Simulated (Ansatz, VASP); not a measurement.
**Two plane-wave programs on Si5O**

```
Si O
1.0
    -2.70058    2.70058    3.08042
     2.70058   -2.70058    3.08042
     2.70058    2.70058   -3.08042
Si O
5 1
Direct
  0.50000 0.50000 0.50000
  0.00000 0.00000 0.50000
  0.50000 0.00000 0.00000
  0.00000 0.50000 0.00000
  0.00000 0.00000 0.00000
  0.50000 0.50000 0.00000
```

Alike in both runs: task single point; functional PBE; k mesh 4 × 4 × 4; occupations gaussian, width 0.1 eV; collinear spin.

```csv
,VASP,Ansatz
version,VASP 6.6.1,Ansatz 0.2.0
potentials or method,"VASP PAW PBE potentials, release 64 (Si, O), cutoff 520 eV","scalar-relativistic, plane waves, PAW"
valence electrons in the cell,26,26
```

Ansatz gave:

* gap on the k mesh at the Fermi level (eV): none
* pressure (GPa): -0.3
* traceless stress, the component that is largest in VASP (GPa): 0.37
* net moment per atom (μB): 0.00

**Question.** Estimate VASP's values.

**Answer.** gap on the k mesh at the Fermi level (eV): none; pressure (GPa): -0.4; traceless stress, the component that is largest in VASP (GPa): 0.40; net moment per atom (μB): 0.00.

A gap of «none» marks a metal or a gap that the smearing closes. Ansatz's warnings: seeded moment not kept.

The k mesh is coarse, so the values compare programs but aren't converged.
